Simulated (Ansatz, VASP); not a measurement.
## Two plane-wave programs on Ge

```
Ge
1.0
     4.06587    0.00000    0.00000
    -2.03294    3.52115    0.00000
     0.00000    0.00000   13.33633
Ge
8
Direct
  0.00000 0.00000 0.39834
  0.00000 0.00000 0.60166
  0.00000 0.00000 0.89834
  0.00000 0.00000 0.10166
  0.33333 0.66667 0.34420
  0.66667 0.33333 0.65580
  0.66667 0.33333 0.84420
  0.33333 0.66667 0.15580
```

Alike in both runs: task single point; functional PBE; k mesh 15 × 15 × 4; occupations gaussian, width 0.15 eV; no spin polarisation.

|  | VASP | Ansatz |
| --- | --- | --- |
| version | VASP 6.6.1 | Ansatz 0.2.0 |
| potentials or method | VASP PAW PBE potentials, release 64 (Ge_d), cutoff 520 eV | scalar-relativistic, plane waves, PAW |
| valence electrons in the cell | 112 | 112 |

|  | VASP | Ansatz | Ansatz less VASP |
| --- | --- | --- | --- |
| gap on the k mesh at the Fermi level (eV) | none | none | - |
| pressure (GPa) | 0.5 | 0.6 | +0.07 |
| traceless stress, the component that is largest in VASP (GPa) | -2.19 | -2.21 | -0.015 |
| rms of the force components (eV/Å) | 0.596 | 0.596 | +0.0003 |

Atom by atom the forces differ by 0.001 eV/Å (rms over components). A gap of «none» marks a metal or a gap that the smearing closes.
